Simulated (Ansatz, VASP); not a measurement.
# One calculation of Sc, two programs

```
CELL_PARAMETERS angstrom
0.00000 2.34539 2.34539
2.34539 0.00000 2.34539
2.34539 2.34539 0.00000
ATOMIC_POSITIONS crystal
Sc 0.00000 0.00000 0.00000
```

Alike in both runs: task single point; functional RPBE; k mesh 13 × 13 × 13; occupations fermi-dirac, width 0.1 eV; no spin polarisation.

|  | VASP | Ansatz |
| --- | --- | --- |
| version | VASP 6.6.1 | Ansatz 0.2.0 |
| potentials or method | VASP PAW PBE potentials, release 64 (Sc_sv), cutoff 520 eV | plane waves (420 eV) with PAW, scalar-relativistic |
| valence electrons in the cell | 11 | 11 |

|  | VASP | Ansatz | Ansatz less VASP |
| --- | --- | --- | --- |
| pressure (GPa) | 0.0 | 0.0 | -0.02 |

VASP's potentials were made for PBE, not for RPBE. The functional is the same, so the differences come from potentials, cutoffs and numerics.
